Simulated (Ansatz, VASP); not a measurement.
**Sb: VASP beside Ansatz**

```xyz
1
Lattice="0.0000 2.4470 2.4470 2.4470 0.0000 2.4470 2.4470 2.4470 0.0000" Properties=species:S:1:pos:R:3 pbc="T T T"
Sb    0.0000    0.0000    0.0000
```

Alike in both runs: task single point; functional PBEsol; k mesh 13 × 13 × 13; occupations fermi-dirac, width 0.1 eV; no spin polarisation.

|  | VASP | Ansatz |
| --- | --- | --- |
| version | VASP 6.6.1 | Ansatz 0.2.0 |
| potentials or method | VASP PAW PBE potentials, release 64 (Sb), cutoff 520 eV | plane waves (420 eV) with PAW, scalar-relativistic |
| valence electrons in the cell | 5 | 15 |

|  | VASP | Ansatz | Ansatz less VASP |
| --- | --- | --- | --- |
| pressure (GPa) | -5.8 | -5.8 | +0.05 |

VASP's potentials were made for PBE, not for PBEsol, and Ansatz warns of the same on its side. With one functional, cell and mesh, what is left measures potentials, basis and numerics. VASP's potentials hold 5 valence electrons a cell and Ansatz's 15, so a difference there can come from the potentials and not from the codes.

Neither program's run includes spin-orbit coupling.
